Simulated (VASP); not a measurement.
# Au (Cmcm) in VASP: a series of runs

Runs on Au. Level: PBEsol. Tasks: single point.

All numbers are computed with VASP 6.6.1; they aren't measurements. Logs are shortened: lines on timing, memory, paths and dates and some standing lists are left out, and cuts for length are marked.

## (1) The cell of the first run

The structure is orthorhombic, space group Cmcm (No. 63). The conventional cell has a = 2.538 Å, b = 4.531 Å, c = 4.801 Å, α = 90.00°, β = 90.00°, γ = 90.00°. Within 3.3 Å of Au (site symmetry m2m) lie 12 Au at 2.54 to 2.83 Å.

## (2) Single point, PBEsol (strain -0.1000 x Voigt [1, 1, 0, 0, 0, 0])

Input file INCAR:

```
ALGO = Fast
EDIFF = 1E-6
ENCUT = 520
GGA = PS
ISIF = 2
ISMEAR = 0
LASPH = T
LCHARG = F
LREAL = F
LWAVE = F
NBANDS = 18
NELM = 60
PREC = Accurate
SIGMA = 0.15
```

Input file KPOINTS:

```
k-points
0
Gamma
  24 24 12
```

Input file POSCAR:

```
Au
1.0
    1.2690135280     -2.2653027890      0.0000000000
    1.2690135280      2.2653027890      0.0000000000
    0.0000000000      0.0000000000      4.8006775662
Au
2
Direct
    0.6638639510      0.3361360490      0.2500000000
    0.3361360490      0.6638639510      0.7500000000
```

Potentials or basis: VASP PAW PBE potentials, release 64 (Au).

Started as:

```
> cat potpaw_PBE.64/Au/POTCAR > POTCAR
> mpirun -np 1 vasp_std > vasp.out
```

OUTCAR:

```text
EDIFF = 1E-6
   ENCUT = 520
   GGA = PS
   ISIF = 2
   ISMEAR = 0
   LASPH = T
   LREAL = F
   NELM = 60
   PREC = Accurate

 ion  position               nearest neighbor table
   1  0.664  0.336  0.250-   2 2.82   2 2.82   2 2.83   2 2.83   2 2.83   2 2.83
   2  0.336  0.664  0.750-   1 2.82   1 2.82   1 2.83   1 2.83   1 2.83   1 2.83

  LATTYP: Found a base centered orthorhombic cell.
 ALAT       =     2.5380270560
 B/A-ratio  =     1.7850895511
 C/A-ratio  =     1.8914997596

  Lattice vectors:

 A1 = (   1.2690135280,  -2.2653027890,   0.0000000000)
 A2 = (   1.2690135280,   2.2653027890,   0.0000000000)
 A3 = (   0.0000000000,   0.0000000000,   4.8006775662)

Analysis of symmetry for initial positions (statically):
=====================================================================
 Subroutine PRICEL returns:
 Original cell was already a primitive cell.

 Routine SETGRP: Setting up the symmetry group for a
 base centered orthorhombic supercell.

 Subroutine GETGRP returns: Found  8 space group operations
 (whereof  4 operations were pure point group operations)
 out of a pool of  8 trial point group operations.

The static configuration has the point symmetry C_2h.
 The point group associated with its full space group is D_2h.

Analysis of symmetry for dynamics (positions and initial velocities):
=====================================================================
 Subroutine PRICEL returns:
 Original cell was already a primitive cell.

 Routine SETGRP: Setting up the symmetry group for a
 base centered orthorhombic supercell.

 Subroutine GETGRP returns: Found  8 space group operations
 (whereof  4 operations were pure point group operations)
 out of a pool of  8 trial point group operations.

The dynamic configuration has the point symmetry C_2h.
 The point group associated with its full space group is D_2h.

 Subroutine INISYM returns: Found  8 space group operations
 (whereof  4 operations are pure point group operations),
 and found     1 'primitive' translations

----------------------------------------------------------------------------------------

                                     Primitive cell

  volume of cell :      27.6010

  direct lattice vectors                    reciprocal lattice vectors
     1.269013528 -2.265302789  0.000000000     0.394006832 -0.220721046  0.000000000
     1.269013528  2.265302789  0.000000000     0.394006832  0.220721046  0.000000000
     0.000000000  0.000000000  4.800677566     0.000000000  0.000000000  0.208303929

  length of vectors
     2.596534625  2.596534625  4.800677566     0.451618383  0.451618383  0.208303929

  position of ions in fractional coordinates (direct lattice)
     0.663863951  0.336136049  0.250000000
     0.336136049  0.663863951  0.750000000

  ion indices of the primitive-cell ions
   primitive index   ion index
                 1           1
                 2           2

----------------------------------------------------------------------------------------

 KPOINTS: k-points

Automatic generation of k-mesh.
 Grid dimensions read from file:
 generate k-points for:   24   24   12

 Generating k-lattice:

  Cartesian coordinates                     Fractional coordinates (reciprocal lattice)
     0.016416951 -0.009196710  0.000000000     0.041666667  0.000000000  0.000000000
     0.016416951  0.009196710  0.000000000     0.000000000  0.041666667  0.000000000
     0.000000000  0.000000000  0.017358661     0.000000000  0.000000000  0.083333333

  Length of vectors
     0.018817433  0.018817433  0.017358661

  Shift w.r.t. Gamma in fractional coordinates (k-lattice)
     0.000000000  0.000000000  0.000000000

 Subroutine IBZKPT returns following result:
 ===========================================

 Found   1099 irreducible k-points:

 Following reciprocal coordinates:
            Coordinates               Weight
  0.000000  0.000000  0.000000      1.000000
  0.041667  0.000000  0.000000      4.000000
  0.083333  0.000000  0.000000      4.000000
  0.125000  0.000000  0.000000      4.000000
  0.166667  0.000000  0.000000      4.000000
  0.208333 -0.000000  0.000000      4.000000
[... 16 lines left out ...]
  0.416667  0.041667  0.000000      4.000000
  0.458333  0.041667  0.000000      4.000000
 [... further k-points ...]
   k-points           NKPTS =   1099   k-points in BZ     NKDIM =   1099   number of bands    NBANDS=     18
   number of dos      NEDOS =    301   number of ions     NIONS =      2
   total plane-waves  NPLWV =  14400
   dimension x,y,z NGX =    20 NGY =   20 NGZ =   36
   dimension x,y,z NGXF=    40 NGYF=   40 NGZF=   72
   ions per type =               2
   NGX,Y,Z   is equivalent  to a cutoff of  12.81, 12.81, 12.47 a.u.
   NGXF,Y,Z  is equivalent  to a cutoff of  25.61, 25.61, 24.93 a.u.
 SYSTEM =  unknown system
   PREC   = accura    normal or accurate (medium, high low for compatibility)
   ISTART =      0    job   : 0-new  1-cont  2-samecut
[... 90 lines left out ...]
     17      33.8746      0.00000
     18      34.4508      0.00000

 k-point     4 :       0.1250    0.0000    0.0000
  band No.  band energies     occupation
      1       1.5057      2.00000
      2       3.7770      2.00000
      3       6.3310      2.00000
      4       7.0672      2.00000
      5       7.3049      2.00000
      6       7.7256      2.00000
[... 10 lines left out ...]
     17      32.6557      0.00000
     18      32.8275      0.00000

 k-point     5 :       0.1667    0.0000    0.0000
  band No.  band energies     occupation
      1       1.9879      2.00000
      2       4.1774      2.00000
      3       6.3665      2.00000
      4       6.9518      2.00000
      5       7.3628      2.00000
      6       7.3946      2.00000
[... 10 lines left out ...]
     17      31.6385      0.00000
     18      31.9571      0.00000

 k-point     6 :       0.2083   -0.0000    0.0000
  band No.  band energies     occupation
      1       2.5438      2.00000
      2       4.5176      2.00000
      3       6.4238      2.00000
      4       6.7595      2.00000
      5       6.7930      2.00000
      6       7.6781      2.00000
[... 10 lines left out ...]
     17      31.1543      0.00000
     18      31.5986      0.00000

 k-point     7 :       0.2500    0.0000    0.0000
  band No.  band energies     occupation
      1       3.1056      2.00000
      2       4.6419      2.00000
      3       6.2619      2.00000
      4       6.5822      2.00000
      5       6.7242      2.00000
      6       8.1961      2.00000
[... 10 lines left out ...]
     17      31.2865      0.00000
     18      32.1178      0.00000

 k-point     8 :       0.2917    0.0000    0.0000
  band No.  band energies     occupation
      1       3.5746      2.00000
      2       4.5534      2.00000
      3       5.8054      2.00000
      4       6.5862      2.00000
      5       7.1930      2.00000
      6       7.8803      2.00000
[... 10 lines left out ...]
     17      31.0593      0.00000
     18      31.3130      0.00000
[... 229 lines left out ...]
     17      31.1841      0.00000
     18      32.0836      0.00000

 k-point    20 :       0.2917    0.0417    0.0000
  band No.  band energies     occupation
      1       3.8177      2.00000
      2       4.5321      2.00000
      3       5.5908      2.00000
      4       6.6435      2.00000
      5       7.3754      2.00000
      6       7.6424      2.00000
[... 10 lines left out ...]
     17      30.3389      0.00000
     18      30.7203      0.00000

 k-point    21 :       0.3333    0.0417    0.0000
  band No.  band energies     occupation
      1       3.9998      2.00000
      2       4.3504      2.00000
      3       5.2622      2.00000
      4       6.9082      2.00000
      5       7.4070      2.00000
      6       7.8971      2.00000
[... 10 lines left out ...]
     17      28.2229      0.00000
     18      30.0870      0.00000

 k-point    22 :       0.3750    0.0417    0.0000
  band No.  band energies     occupation
      1       4.0107      2.00000
      2       4.2126      2.00000
      3       5.0146      2.00000
      4       7.2261      2.00000
      5       7.2715      2.00000
      6       8.1214      2.00000
[... 10 lines left out ...]
     17      26.4131      0.00000
     18      29.5250      0.00000

 k-point    23 :       0.4167    0.0417    0.0000
  band No.  band energies     occupation
      1       3.9434      2.00000
      2       4.1393      2.00000
      3       4.8500      2.00000
      4       7.1072      2.00000
      5       7.6081      2.00000
      6       8.0222      2.00000
[... 10 lines left out ...]
     17      25.7854      0.00000
     18      29.1177      0.00000

 k-point    24 :       0.4583    0.0417    0.0000
  band No.  band energies     occupation
      1       3.8921      2.00000
      2       4.1052      2.00000
      3       4.7696      2.00000
      4       7.0544      2.00000
      5       7.8134      2.00000
      6       7.9640      2.00000
[... 10 lines left out ...]
     17      25.5154      0.00000
     18      28.9059      0.00000

 [... further k-points ...]

------------------------ aborting loop because EDIFF is reached ----------------------------------------

  FORCE on cell =-STRESS in cart. coord.  units (eV):
  Direction    XX          YY          ZZ          XY          YZ          ZX
  --------------------------------------------------------------------------------------
  -------------------------------------------------------------------------------------
  Total       16.2546724     14.1685237      7.3584527      0.0000000     -0.0000000      0.0000000
  in kB      943.5474786    822.4512002    427.1417653      0.0000000     -0.0000000      0.0000000
  external PRESSURE =     731.0468147 kB  Pullay stress =       0.0000000 kB

 VOLUME and BASIS-vectors are now :
 -----------------------------------------------------------------------------
  energy-cutoff  :      520.00
  volume of cell :       27.60
      direct lattice vectors                 reciprocal lattice vectors
     1.269013528 -2.265302789  0.000000000     0.394006832 -0.220721046  0.000000000
     1.269013528  2.265302789  0.000000000     0.394006832  0.220721046  0.000000000
     0.000000000  0.000000000  4.800677566     0.000000000  0.000000000  0.208303929

 POSITION                                       TOTAL-FORCE (eV/Angst)
 -----------------------------------------------------------------------------------
      1.26901     -0.74240      1.20017         0.000000      0.012699      0.000000
      1.26901      0.74240      3.60051         0.000000     -0.012699     -0.000000
 -----------------------------------------------------------------------------------
    total drift:                                0.000000     -0.000000     -0.000000

  FREE ENERGIE OF THE ION-ELECTRON SYSTEM (eV)
  ---------------------------------------------------
  free  energy   TOTEN  =        -6.4906961685 eV

  energy  without entropy=       -6.4860115901  energy(sigma->0) =       -6.48835388
```

It took 3.7 min on 1 thread of AMD EPYC 9R45 (Zen 5), shared host; peak memory 0.48 GiB.

What came out:

- Free energy: -6.4907 eV
- Pressure: 73.1 GPa
- Largest force: 0.013 eV/Å
- Band gap on the k mesh: zero (bands 11 and 12 overlap by 8.59 eV)

Forces in eV/Å, atoms in the order of the input:
```
Au   0.000  0.013  0.000
Au   0.000 -0.013  0.000
```

Levels at points of the mesh, in eV from the Fermi level:
```csv
k point,band 7,band 8,band 9,band 10,band 11,band 12,band 13,band 14,band 15,band 16
"(0.00, 0.00, 0.00)",-5.47,-3.91,-3.67,-3.21,-2.49,-2.44,2.28,13.63,14.64,16.53
"(0.50, 0.00, 0.00)",-4.54,-2.56,-1.45,-1.33,0.65,2.61,6.42,7.23,9.05,11.98
"(0.50, 0.50, 0.00)",-4.79,-2.40,-1.56,-1.40,0.52,2.17,6.04,7.19,8.40,11.70
"(0.00, 0.00, 0.50)",-5.71,-5.71,-3.10,-3.10,-2.93,-2.93,9.50,9.50,15.10,15.10
"(0.50, 0.00, 0.50)",-3.18,-3.18,-1.38,-1.38,0.13,0.13,5.92,5.92,12.69,12.69
"(0.50, 0.50, 0.50)",-3.12,-3.12,-1.47,-1.47,-0.27,-0.27,5.49,5.49,12.22,12.22
```

Caveat: the cell differs from its parent crystal (strain -0.1000 x Voigt [1, 1, 0, 0, 0, 0]); the cell stands under pressure; the PAW data sets were made with another functional, which shifts forces and pressure a little; spin-orbit coupling is left out, which moves the levels of the heavy elements.

## (3) Single point, PBEsol (strain -0.0750 x Voigt [1, 1, 0, 0, 0, 0])

Input file INCAR:

```
  PREC = Accurate
  ENCUT = 520
  EDIFF = 1E-6
  ISMEAR = 0
  SIGMA = 0.15
  LREAL = False
  LASPH = True
  NELM = 80
  ALGO = Fast
  ISIF = 2
  LWAVE = False
  LCHARG = False
  GGA = PS
  NBANDS = 18
```

Input file KPOINTS:

```
Automatic mesh
0
Gamma
  24 24 12
```

Input file POSCAR:

```
Au
1.0
    1.3042639038     -2.3282278665      0.0000000000
    1.3042639038      2.3282278665      0.0000000000
    0.0000000000      0.0000000000      4.8006775662
Au
2
Direct
    0.6638639510      0.3361360490      0.2500000000
    0.3361360490      0.6638639510      0.7500000000
```

Potentials or basis: VASP PAW PBE potentials, release 64 (Au).

Started as:

```
> cat potpaw_PBE.64/Au/POTCAR > POTCAR
> mpirun -np 1 vasp_std > vasp.out
```

It took 4.5 min on 1 thread of AMD EPYC 9R45 (Zen 5), shared host; peak memory 0.5 GiB.

It converged, with:

* Free energy: -7.1696 eV
* Pressure: 45.2 GPa
* Largest force: 0.013 eV/Å
* Band gap on the k mesh: zero (bands 11 and 12 overlap by 8.08 eV)

Forces in eV/Å, atoms in the order of the input:
```
Au   0.000  0.013  0.000
Au   0.000 -0.013  0.000
```

Stress tensor (GPa, compression positive):
```
58.15  0.00  0.00
 0.00 48.83  0.00
 0.00  0.00 28.55
```

Levels at points of the mesh, in eV from the Fermi level:
| k point | band 7 | band 8 | band 9 | band 10 | band 11 | band 12 | band 13 | band 14 | band 15 | band 16 |
| --- | --- | --- | --- | --- | --- | --- | --- | --- | --- | --- |
| (0.00, 0.00, 0.00) | -5.03 | -3.83 | -3.60 | -2.63 | -2.39 | -2.35 | 2.43 | 14.25 | 14.69 | 16.69 |
| (0.50, 0.00, 0.00) | -4.28 | -2.35 | -1.56 | -1.43 | 0.61 | 2.44 | 6.12 | 7.31 | 8.57 | 11.47 |
| (0.50, 0.50, 0.00) | -4.52 | -2.23 | -1.66 | -1.49 | 0.49 | 2.02 | 5.80 | 7.26 | 7.99 | 11.70 |
| (0.00, 0.00, 0.50) | -5.30 | -5.30 | -2.98 | -2.98 | -2.82 | -2.82 | 9.85 | 9.85 | 15.13 | 15.13 |
| (0.50, 0.00, 0.50) | -2.93 | -2.93 | -1.48 | -1.48 | 0.25 | 0.25 | 5.40 | 5.40 | 12.89 | 12.89 |
| (0.50, 0.50, 0.50) | -2.87 | -2.87 | -1.56 | -1.56 | -0.13 | -0.13 | 4.98 | 4.98 | 12.44 | 12.44 |

Caveat: the cell differs from its parent crystal (strain -0.0750 x Voigt [1, 1, 0, 0, 0, 0]); the cell stands under pressure; the PAW data sets were made with another functional, which shifts forces and pressure a little; spin-orbit coupling is left out, which moves the levels of the heavy elements.

## (4) Single point, PBEsol (strain -0.0500 x Voigt [1, 1, 0, 0, 0, 0])

Input file INCAR:

```
ALGO = Fast
EDIFF = 1E-7
ENCUT = 520
GGA = PS
ISIF = 2
ISMEAR = 0
LASPH = True
LCHARG = False
LREAL = False
LWAVE = False
NBANDS = 18
NELM = 60
PREC = Accurate
SIGMA = 0.15
```

Input file KPOINTS:

```
k-points
0
Gamma
  24 24 12
```

Input file POSCAR:

```
Au
1.0
    1.3395142795     -2.3911529440      0.0000000000
    1.3395142795      2.3911529440      0.0000000000
    0.0000000000      0.0000000000      4.8006775662
Au
2
Direct
    0.6638639510      0.3361360490      0.2500000000
    0.3361360490      0.6638639510      0.7500000000
```

Started as:

```
> cat potpaw_PBE.64/Au/POTCAR > POTCAR
> mpirun -np 1 vasp_std > vasp.out
```

Wall time 6.1 min (1 thread of AMD EPYC 9R45 (Zen 5), shared host); peak memory 0.52 GiB.

Results (log left out):

| Quantity | Value |
| --- | --- |
| Free energy | -7.5729 eV |
| Pressure | 24.8 GPa |
| Largest force | 0.010 eV/Å |
| Band gap on the k mesh | zero (bands 11 and 12 overlap by 7.63 eV) |

Forces on the atoms (eV/Å):
```
Au   0.000  0.010  0.000
Au   0.000 -0.010  0.000
```

Stress tensor (GPa, compression positive):
```
32.01  0.00  0.00
 0.00 25.47  0.00
 0.00  0.00 16.90
```

Levels at points of the mesh, in eV from the Fermi level:
| k point | band 9 | band 10 | band 11 | band 12 | band 13 | band 14 |
| --- | --- | --- | --- | --- | --- | --- |
| (0.00, 0.00, 0.00) | -3.56 | -2.31 | -2.30 | -2.12 | 2.52 | 14.66 |
| (0.50, 0.00, 0.00) | -1.68 | -1.53 | 0.54 | 2.21 | 5.92 | 7.32 |
| (0.50, 0.50, 0.00) | -1.77 | -1.59 | 0.41 | 1.80 | 5.64 | 7.26 |
| (0.00, 0.00, 0.50) | -2.89 | -2.89 | -2.74 | -2.74 | 10.14 | 10.14 |
| (0.50, 0.00, 0.50) | -1.59 | -1.59 | 0.34 | 0.34 | 4.89 | 4.89 |
| (0.50, 0.50, 0.50) | -1.67 | -1.67 | -0.02 | -0.02 | 4.50 | 4.50 |

Caveat: the cell differs from its parent crystal (strain -0.0500 x Voigt [1, 1, 0, 0, 0, 0]); the cell stands under pressure; the PAW data sets were made with another functional, which shifts forces and pressure a little; spin-orbit coupling is left out, which moves the levels of the heavy elements.

## (5) The runs side by side

```csv
cell,further INCAR settings,gap on the mesh (eV),pressure (GPa),largest force (eV/Å)
"a = 2.597, b = 2.597, c = 4.801 Å, angles 90.0, 90.0, 121.5°, 2 atoms",ALGO = Fast; EDIFF = 1e-06; NBANDS = 18,none,73.1,0.01
"a = 2.669, b = 2.669, c = 4.801 Å, angles 90.0, 90.0, 121.5°, 2 atoms",ALGO = Fast; EDIFF = 1e-06; NBANDS = 18,none,45.2,0.01
"a = 2.741, b = 2.741, c = 4.801 Å, angles 90.0, 90.0, 121.5°, 2 atoms",ALGO = Fast; EDIFF = 1e-07; NBANDS = 18,none,24.8,0.01
```

Alike in all rows: task single point; level PBEsol; potentials or basis VASP PAW PBE potentials, release 64 (Au); no spin polarisation; k mesh 24 × 24 × 12; cutoff (eV) 520; smearing gaussian 0.15 eV.

Caveats: the cell stands under pressure; the PAW data sets were made with another functional, which shifts forces and pressure a little; spin-orbit coupling is left out, which moves the levels of the heavy elements.

Total energies depend on the potentials used, so only differences within one code and one set of settings carry meaning.
